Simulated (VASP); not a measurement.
# ZnSbO2 (P4/mmm) in VASP: single point with PBE

Aim: the single point of ZnSbO2 with PBE.

Everything below comes from runs of VASP 6.6.1. Logs are shortened: lines on timing, memory, paths and dates and some standing lists are left out, and cuts for length are marked.

### Step 1. The cell of the first run

Symmetry: P4/mmm, No. 123, tetragonal system. Conventional cell: a = 3.387 Å, b = 3.387 Å, c = 4.736 Å, α = 90.00°, β = 90.00°, γ = 90.00°. Within 3.1 Å of Zn (site symmetry 4/mmm) lie 6 O at 2.37 to 2.40 Å. Sb (site symmetry 4/mmm) has 6 O at 2.37 to 2.40 Å within 3.1 Å. O (site symmetry 4/mmm) has 2 Zn at 2.37 Å and 4 Sb at 2.40 Å within 3.1 Å. Within 3.1 Å of O (site symmetry 4/mmm) lie 2 Sb at 2.37 Å and 4 Zn at 2.40 Å.

### Step 2. Single point, PBE

INCAR reads:

```
SYSTEM = ZnSbO2
  ALGO = Normal
  EDIFF = 1E-6
  ENCUT = 520
  GGA = PE
  ISIF = 2
  ISMEAR = 0
  LASPH = .True.
  LCHARG = .False.
  LREAL = .False.
  LWAVE = .False.
  NBANDS = 22
  NELM = 100
  PREC = Accurate
  SIGMA = 0.1
```

KPOINTS reads:

```
k-points
0
Gamma
  6 6 4
  0 0 0
```

POSCAR reads:

```
ZnSbO2
1.0
    3.3872886300      0.0000000000      0.0000000000
    0.0000000000      3.3872886300      0.0000000000
    0.0000000000      0.0000000000      4.7364057000
Zn Sb O
1 1 2
Direct
    0.0000000000      0.0000000000      0.5000000000
    0.5000000000      0.5000000000      0.0000000000
    0.0000000000      0.0000000000      0.0000000000
    0.5000000000      0.5000000000      0.5000000000
```

Potentials or basis: VASP PAW PBE potentials, release 64 (Zn, Sb, O).

Launch:

```
$ cat potpaw_PBE.64/Zn/POTCAR potpaw_PBE.64/Sb/POTCAR potpaw_PBE.64/O/POTCAR > POTCAR
$ mpirun -np 1 vasp_std > vasp.out
```

OUTCAR:

```text
SYSTEM = ZnSbO2
   EDIFF = 1E-6
   ENCUT = 520
   GGA = PE
   ISIF = 2
   ISMEAR = 0
   LASPH = .True.
   LREAL = .False.
   NELM = 100
   PREC = Accurate

 ion  position               nearest neighbor table
   1  0.000  0.000  0.500-   3 2.37   3 2.37   4 2.40   4 2.40   4 2.40   4 2.40   2 3.37   2 3.37
                             2 3.37   2 3.37   2 3.37   2 3.37   2 3.37   2 3.37
   2  0.500  0.500  0.000-   4 2.37   4 2.37   3 2.40   3 2.40   3 2.40   3 2.40   1 3.37   1 3.37
                             1 3.37   1 3.37   1 3.37   1 3.37   1 3.37   1 3.37
   3  0.000  0.000  0.000-   1 2.37   1 2.37   2 2.40   2 2.40   2 2.40   2 2.40
   4  0.500  0.500  0.500-   2 2.37   2 2.37   1 2.40   1 2.40   1 2.40   1 2.40

  LATTYP: Found a simple tetragonal cell.
 ALAT       =     3.3872886300
 C/A-ratio  =     1.3982881937

  Lattice vectors:

 A1 = (   3.3872886300,   0.0000000000,   0.0000000000)
 A2 = (   0.0000000000,   3.3872886300,   0.0000000000)
 A3 = (   0.0000000000,   0.0000000000,   4.7364057000)

Analysis of symmetry for initial positions (statically):
=====================================================================
 Subroutine PRICEL returns:
 Original cell was already a primitive cell.

 Routine SETGRP: Setting up the symmetry group for a
 simple tetragonal supercell.

 Subroutine GETGRP returns: Found 16 space group operations
 (whereof 16 operations were pure point group operations)
 out of a pool of 16 trial point group operations.

The static configuration has the point symmetry D_4h.

Analysis of symmetry for dynamics (positions and initial velocities):
=====================================================================
 Subroutine PRICEL returns:
 Original cell was already a primitive cell.

 Routine SETGRP: Setting up the symmetry group for a
 simple tetragonal supercell.

 Subroutine GETGRP returns: Found 16 space group operations
 (whereof 16 operations were pure point group operations)
 out of a pool of 16 trial point group operations.

The dynamic configuration has the point symmetry D_4h.

 Subroutine INISYM returns: Found 16 space group operations
 (whereof 16 operations are pure point group operations),
 and found     1 'primitive' translations

----------------------------------------------------------------------------------------

                                     Primitive cell

  volume of cell :      54.3442

  direct lattice vectors                    reciprocal lattice vectors
[... 86 lines left out ...]
   LNONCOLLINEAR =      F non collinear calculations
   LSORBIT =      F    spin-orbit coupling
   LASPH  =      T    aspherical Exc in radial PAW
   ENCUT  =  520.0 eV  38.22 Ry    6.18 a.u.   6.30  6.30  8.81*2*pi/ulx,y,z
   NELM   =    100;   NELMIN=  2; NELMDL= -5     # of ELM steps
   EDIFF  = 0.1E-05   stopping-criterion for ELM
   LREAL  =      F    real-space projection
   EDIFFG = 0.1E-04   stopping-criterion for IOM
   NSW    =      0    number of steps for IOM
   IBRION =     -1    ionic relax: 0-MD 1-quasi-New 2-CG
   NFREE  =      0    steps in history (QN), initial steepest desc. (CG)
   ISIF   =      2    stress and relaxation
   ISYM   =      2    0-nonsym 1-usesym 2-fastsym
   POTIM  = 0.5000    time-step for ionic-motion
   TEBEG  =    0.0;   TEEND  =   0.0 temperature during run
   PSTRESS=    0.0 pullay stress
   NELECT =      29.0000    total number of electrons
   NUPDOWN=      -1.0000    fix difference up-down
   EMIN   =  10.00;   EMAX   =-10.00  energy-range for DOS
   EFERMI =   0.00;   METHOD = LEGACY
   ISMEAR =     0;   SIGMA  =   0.10  broadening in eV -4-tet -1-fermi 0-gaus
   EFERMI_NEDOS =   21; number of points for ismear=-14 and -15
   IALGO  =     38    algorithm
   IMIX   =      4    mixing-type and parameters
     AMIX     =   0.40;   BMIX     =  1.00
     AMIX_MAG =   1.60;   BMIX_MAG =  1.00
  volume/ion in A,a.u.               =      13.59        91.68
  Fermi-wavevector in a.u.,A,eV,Ry     =   1.327873  2.509315 23.990412  1.763246
  Thomas-Fermi vector in A             =   2.457152
   LORBIT       =      0    0 simple, 1 ext, 2 COOP (PROOUT), +10 PAW based schemes
   GGA     = PE    functional components
   LHFCALC =     F    Hartree Fock is set to
   AEXX    =    0.0000 exact exchange contribution
   IVDW    =     0    specifies the selected vdW correction
   LEPSILON=     F    determine dielectric tensor
   LRPA    =     F    only Hartree local field effects (RPA)
 non-spin polarized calculation
 Gauss-broadening in eV      SIGMA  =   0.10
  energy-cutoff  :      520.00
  volume of cell :       54.34
 maximum number of plane-waves:      1480
 NGX is ok and might be reduce to    28
   NGX = 13   NGY = 13   NGZ = 17

 number of electron      28.9999991 magnetization

 Free energy of the ion-electron system (eV)
  ---------------------------------------------------
  ext. energy  EPLUGINS =         0.00000000
  ---------------------------------------------------
  free energy    TOTEN  =       -17.62122827 eV

  energy without entropy =      -17.61296993  energy(sigma->0) =      -17.61709910

 E-fermi :   7.3091     XC(G=0): -11.1520

 val. band max:        7.3027192684   @ k =   0.1667   0.1667   0.5000
 cond. band min:       7.3858821835   @ k =   0.5000   0.3333   0.0000
 fundamental gap:      0.0831629152
 Fermi energy:         7.3090618576

 k-point     1 :       0.0000    0.0000    0.0000
  band No.  band energies     occupation
      1     -13.2950      2.00000
      2     -11.8123      2.00000
      3      -1.2865      2.00000
      4      -0.8045      2.00000
      5      -0.4190      2.00000
      6      -0.2419      2.00000
[... 589 lines left out ...]
     21      14.5616      0.00000
     22      16.9530      0.00000

 [... further k-points ...]
[... 5 lines left out ...]
  --------------------------------------------------------------------------------------
  -------------------------------------------------------------------------------------
  Total        1.0052374      1.0052374      1.3128566      0.0000000      0.0000000      0.0000000
  in kB       29.6364331     29.6364331     38.7056688      0.0000000      0.0000000      0.0000000
  external PRESSURE =      32.6595117 kB  Pullay stress =       0.0000000 kB

 VOLUME and BASIS-vectors are now :
 -----------------------------------------------------------------------------
  energy-cutoff  :      520.00
  volume of cell :       54.34
      direct lattice vectors                 reciprocal lattice vectors
     3.387288630  0.000000000  0.000000000     0.295221373  0.000000000  0.000000000
     0.000000000  3.387288630  0.000000000     0.000000000  0.295221373  0.000000000
     0.000000000  0.000000000  4.736405700     0.000000000  0.000000000  0.211130563

 POSITION                                       TOTAL-FORCE (eV/Angst)
 -----------------------------------------------------------------------------------
      0.00000      0.00000      2.36820         0.000000      0.000000      0.000000
      1.69364      1.69364      0.00000         0.000000      0.000000      0.000000
      0.00000      0.00000      0.00000         0.000000      0.000000      0.000000
      1.69364      1.69364      2.36820         0.000000      0.000000      0.000000
 -----------------------------------------------------------------------------------
    total drift:                               -0.000000      0.000000      0.000000

  FREE ENERGIE OF THE ION-ELECTRON SYSTEM (eV)
  ---------------------------------------------------
  free  energy   TOTEN  =       -17.6212282737 eV

  energy  without entropy=      -17.6129699335  energy(sigma->0) =      -17.61709910
```

OSZICAR:

```text
N       E                     dE             d eps       ncg     rms          rms(c)
DAV:   1     0.207232027541E+03    0.20723E+03   -0.12959E+04  1320   0.144E+03
DAV:   2     0.470854368416E+00   -0.20676E+03   -0.19215E+03  1526   0.337E+02
DAV:   3    -0.205610811176E+02   -0.21032E+02   -0.20549E+02  1548   0.104E+02
DAV:   4    -0.209412360221E+02   -0.38015E+00   -0.37963E+00  1440   0.148E+01
DAV:   5    -0.209443842187E+02   -0.31482E-02   -0.31481E-02  1550   0.142E+00    0.113E+01
DAV:   6    -0.178342595477E+02    0.31101E+01   -0.11752E+01  1788   0.585E+01    0.657E+00
DAV:   7    -0.176626639960E+02    0.17160E+00   -0.24690E+00  1444   0.145E+01    0.279E+00
DAV:   8    -0.176318010596E+02    0.30863E-01   -0.27431E-01  1398   0.388E+00    0.954E-01
DAV:   9    -0.176209715594E+02    0.10830E-01   -0.25833E-02  1784   0.216E+00    0.170E-01
DAV:  10    -0.176211222582E+02   -0.15070E-03   -0.37758E-03  1376   0.573E-01    0.735E-02
DAV:  11    -0.176212117320E+02   -0.89474E-04   -0.32247E-04  1440   0.159E-01    0.317E-02
DAV:  12    -0.176212294085E+02   -0.17677E-04   -0.23296E-05  1518   0.513E-02    0.148E-02
DAV:  13    -0.176212281524E+02    0.12561E-05   -0.16568E-05  1452   0.302E-02    0.488E-03
DAV:  14    -0.176212282737E+02   -0.12127E-06   -0.11082E-06   784   0.990E-03
   1 F= -.17621228E+02 E0= -.17617099E+02  d E =-.825834E-02
```

stdout:

```text
POSCAR found type information on POSCAR ZnSbO
 POSCAR found :  3 types and       4 ions
 scaLAPACK will be used
 LDA part: xc-table for (Slater+PW92), standard interpolation
 POSCAR, INCAR and KPOINTS ok, starting setup
 FFT: planning ... GRIDC
 FFT: planning ... GRID_SOFT
 FFT: planning ... GRID
 WAVECAR not read
 entering main loop
```

Wall time 21 s (1 thread of Intel Xeon 6975P-C (Granite Rapids), shared host); peak memory 0.19 GiB.

What came out:

* Free energy: -17.6212 eV
* Pressure: 3.3 GPa

Levels at points of the mesh, in eV from the Fermi level:
| k point | band 12 | band 13 | band 14 | band 15 | band 16 | band 17 | band 18 | band 19 |
| --- | --- | --- | --- | --- | --- | --- | --- | --- |
| (0.00, 0.00, 0.00) | -4.45 | -4.09 | -4.09 | -2.02 | 3.55 | 4.47 | 5.09 | 5.09 |
| (0.50, 0.00, 0.00) | -4.89 | -3.44 | -1.76 | -0.92 | 2.29 | 2.70 | 3.22 | 3.32 |
| (0.50, 0.50, 0.00) | -5.29 | -5.21 | -5.21 | -0.55 | 3.14 | 3.14 | 5.02 | 5.03 |
| (0.00, 0.00, 0.50) | -4.29 | -4.29 | -2.90 | -0.28 | 2.16 | 4.65 | 4.65 | 4.95 |
| (0.50, 0.00, 0.50) | -3.47 | -3.32 | -2.08 | -0.82 | -0.41 | 2.19 | 3.08 | 5.09 |
| (0.50, 0.50, 0.50) | -5.84 | -5.26 | -2.37 | 1.52 | 1.66 | 2.71 | 2.71 | 4.69 |

Caveat: spin-orbit coupling is left out, which moves the levels of the heavy elements; an odd number of electrons without spin polarisation forces a metal; a magnetic or distorted state may lie lower.
